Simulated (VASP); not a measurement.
Crystal: NdScSb2.

```
Nd Sc Sb
1.0
     4.03433    0.00000    0.00000
     0.00000    4.03433    0.00000
     0.00000    0.00000    5.38122
Nd Sc Sb
1 1 2
Direct
  0.00000 0.00000 0.00000
  0.50000 0.50000 0.50000
  0.00000 0.00000 0.50000
  0.50000 0.50000 0.00000
```

The cell was generated, and may not be a known phase.

* Program: VASP 6.6.1
* Task: relaxation of cell and atoms
* Functional: PBE
* Potentials or basis: VASP PAW PBE potentials, release 64 (Nd_3, Sc_sv, Sb), 4f in core
* Cutoff: 500 eV
* k mesh: 4 × 4 × 4
* Occupations: gaussian, width 0.1 eV
* Spin: no spin polarisation

At the start: pressure 31.6 GPa; volume 21.90 Å³/atom.

Q: Where does the relaxation end?

A: Over 8 steps the energy falls by 621.6 meV/atom and the volume is 29.50 Å³/atom (+34.7 %); space group P4/mmm (No. 123, to 0.1 Å) before and after.

Step by step:
```csv
step,energy change (eV),largest force (eV/Å),pressure (GPa),volume (Å³)
1,0.0000,0.0000,31.62,87.58
2,-1.1752,0.0000,-8.89,153.94
3,-2.4850,0.0000,-0.29,118.44
4,-2.4858,0.0000,0.04,117.76
5,-2.4852,0.0000,0.37,117.10
6,-2.4858,0.0000,0.26,117.33
7,-2.4858,0.0000,0.26,117.33
8,-2.4862,0.0000,-0.08,118.01
```

Final structure:
```
Nd Sc Sb
1.0
     4.37196    0.00000    0.00000
     0.00000    4.37196    0.00000
     0.00000    0.00000    6.17403
Nd Sc Sb
1 1 2
Cartesian
  4.3720 0.0000 0.0000
  2.1860 2.1860 3.0870
  0.0000 4.3720 3.0870
  2.1860 2.1860 0.0000
```

Caveat: the k points lie up to 0.36 Å⁻¹ apart in the final cell, too coarse for converged energies and pressures of a metal; the volume moved by over 15 % at a fixed basis, so the end points are rough.
